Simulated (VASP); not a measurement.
A run of VASP 6.6.1 is set up as follows.

INCAR

```
SYSTEM = Sc
  PREC = Accurate
  ENCUT = 520
  EDIFF = 1E-6
  ISMEAR = 0
  SIGMA = 0.15
  LREAL = .False.
  LASPH = .True.
  NELM = 80
  ALGO = Fast
  ISIF = 2
  LWAVE = .False.
  LCHARG = .False.
  GGA = PE
  NBANDS = 18
```

File KPOINTS:

```
Automatic mesh
0
Gamma
  18 18 10
  0 0 0
```

Contents of POSCAR:

```
Sc
1.0
    3.3584298657      0.0000000000      0.0000000000
   -1.6792149328      2.9084855806      0.0000000000
    0.0000000000      0.0000000000      5.1889800000
Sc
2
Direct
    0.3333333333      0.6666666667      0.2500000000
    0.6666666667      0.3333333333      0.7500000000
```

Potentials or basis: VASP PAW PBE potentials, release 64 (Sc_sv).

Run with:

```sh
$ cat potpaw_PBE.64/Sc_sv/POTCAR > POTCAR
$ mpirun -np 1 vasp_std > vasp.out
```

Question: Estimate the pressure.

Answer: -1.4 GPa.

Question: Estimate the band gap on the k mesh.

Answer: Zero (bands 11 and 12 overlap by 1.48 eV).

Stress tensor (GPa, compression positive):
```
-1.59  0.00  0.00
 0.00 -1.59  0.00
 0.00  0.00 -0.95
```

Caveat: the cell differs from its parent crystal (strain +0.015 along x and y, -0.015 along z).
